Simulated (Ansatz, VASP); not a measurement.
Fe2Rh: VASP beside Ansatz

```
CELL_PARAMETERS angstrom
0.00000 3.37582 3.37582
3.37582 0.00000 3.37582
3.37582 3.37582 0.00000
ATOMIC_POSITIONS crystal
Fe 0.62500 0.62500 0.62500
Fe 0.12500 0.62500 0.62500
Fe 0.62500 0.62500 0.12500
Fe 0.62500 0.12500 0.62500
Rh 0.00000 0.00000 0.00000
Rh 0.25000 0.25000 0.25000
```

Alike in both runs: functional r2SCAN; k mesh 4 × 4 × 4; occupations gaussian, width 0.1 eV; collinear spin.

Ansatz relaxed the structure, and its values are those at the end. VASP's run is a single point on that final structure, the one shown.

|  | VASP | Ansatz |
| --- | --- | --- |
| version | VASP 6.6.1 | Ansatz 0.2.0 |
| potentials or method | VASP PAW PBE potentials, release 64 (Fe, Rh_pv), cutoff 520 eV | scalar-relativistic, plane waves, PAW |
| valence electrons in the cell | 62 | 98 |

```csv
,VASP,Ansatz,Ansatz less VASP
gap on the k mesh at the Fermi level (eV),none,none,-
pressure (GPa),-0.1,0.1,+0.12
net moment per atom (μB),2.23,2.23,+0.001
size of the moment on the site where the two differ most (μB),2.94,2.99,+0.050
```

VASP's potentials were made for PBE, not for r2SCAN. Site moments also hang on the region over which each program counts them. A gap of «none» marks a metal or a gap that the smearing closes. VASP's potentials hold 62 valence electrons a cell and Ansatz's 98, so a difference there can come from the potentials and not from the codes.

The k mesh is coarse, so the values compare programs but aren't converged.
